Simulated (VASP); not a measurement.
A run of VASP 6.6.1 is set up as follows.

The input INCAR:

```
SYSTEM = Ba
PREC = Accurate
ENCUT = 520
EDIFF = 1E-6
ISMEAR = 0
SIGMA = 0.1
LREAL = .False.
LASPH = .True.
NELM = 100
ALGO = Normal
ISIF = 2
LWAVE = .False.
LCHARG = .False.
GGA = PE
NBANDS = 11
```

KPOINTS

```
Automatic mesh
0
Gamma
  6 6 6
  0 0 0
```

The input POSCAR:

```
Ba
1.0
   -2.5125000000      2.5125000000      2.5125000000
    2.5125000000     -2.5125000000      2.5125000000
    2.5125000000      2.5125000000     -2.5125000000
Ba
1
Direct
    0.0000000000      0.0000000000      0.0000000000
```

Potentials or basis: VASP PAW PBE potentials, release 64 (Ba_sv).

Run with:

```console
$ cat potpaw_PBE.64/Ba_sv/POTCAR > POTCAR
$ mpirun -np 1 vasp_std > vasp.out
```

Q: Estimate the pressure.

A: 0.1 GPa.

Q: Estimate the band gap on the k mesh.

A: Zero (band 5 reaches 1.73 eV, above the bottom of band 6 at 1.09 eV).

Caveat: spin-orbit coupling is left out, which moves the levels of the heavy elements.
